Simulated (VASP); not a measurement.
Input of a VASP 6.6.1 run:

INCAR

```
PREC = Accurate
ENCUT = 520
EDIFF = 1E-7
ISMEAR = 0
SIGMA = 0.1
LREAL = F
LASPH = T
NELM = 100
ALGO = Fast
ISIF = 2
LWAVE = F
LCHARG = F
GGA = PS
NBANDS = 14
```

KPOINTS

```
Automatic mesh
0
Gamma
  6 6 6
```

Contents of POSCAR:

```
Bi
1.0
    0.0000000000      2.4691360311      2.4691360311
    2.4691360311      0.0000000000      2.4691360311
    2.4691360311      2.4691360311      0.0000000000
Bi
1
Direct
    0.0000000000      0.0000000000      0.0000000000
```

Potentials or basis: VASP PAW PBE potentials, release 64 (Bi_d).

Launch:

```sh
$ cat potpaw_PBE.64/Bi_d/POTCAR > POTCAR
$ mpirun -np 1 vasp_std > vasp.out
```

(1) Estimate the pressure.

Answers

(1) -0.1 GPa.

Caveat: the k points lie up to 0.37 Å⁻¹ apart; the PAW data sets were made with another functional, which shifts forces and pressure a little.
